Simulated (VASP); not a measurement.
Input of a VASP 6.6.1 run:

File INCAR:

```
SYSTEM = MgTeF6
ALGO     = Normal         ! electronic algorithm
EDIFF    = 1E-7           ! SCF threshold, eV
ENCUT    = 520            ! plane-wave cutoff, eV
GGA      = PE             ! functional
ISIF     = 2              ! what is computed and relaxed
ISMEAR   = 0              ! smearing method
LASPH    = .TRUE.         ! aspherical terms in the spheres
LCHARG   = .FALSE.        ! write CHGCAR
LREAL    = .FALSE.        ! projectors in reciprocal space
LWAVE    = .FALSE.        ! write WAVECAR
NBANDS   = 35             ! bands
NELM     = 100            ! most SCF steps
PREC     = Accurate       ! precision mode
SIGMA    = 0.02           ! smearing width, eV
```

The input KPOINTS:

```
k-points
0
G
  8 8 8
  0 0 0
```

File POSCAR:

```
MgTeF6
1.0
    4.5317054300      0.0000000000      0.0000000000
    0.0000000000      4.5317054300      0.0000000000
    0.0000000000      0.0000000000      4.5317054300
Mg Te F
1 1 6
Direct
    0.0000000000      0.0000000000      0.0000000000
    0.5000000000      0.5000000000      0.5000000000
    0.5000000000      0.0000000000      0.0000000000
    0.0000000000      0.5000000000      0.0000000000
    0.0000000000      0.0000000000      0.5000000000
    0.0000000000      0.5000000000      0.5000000000
    0.5000000000      0.0000000000      0.5000000000
    0.5000000000      0.5000000000      0.0000000000
```

Potentials or basis: VASP PAW PBE potentials, release 64 (Mg, Te, F).

The run is started by

```console
$ cat potpaw_PBE.64/Mg/POTCAR potpaw_PBE.64/Te/POTCAR potpaw_PBE.64/F/POTCAR > POTCAR
$ mpirun -np 1 vasp_std > vasp.out
```

Question: What does it give for the band gap on the k mesh?

Answer: 0.32 eV (least direct gap 0.56 eV).

Question: Estimate the pressure.

Answer: -0.8 GPa.

Caveat: semilocal functionals underestimate gaps, and a narrow one can read as zero; spin-orbit coupling is left out, which moves the levels of the heavy elements. A k mesh can miss the band edges.
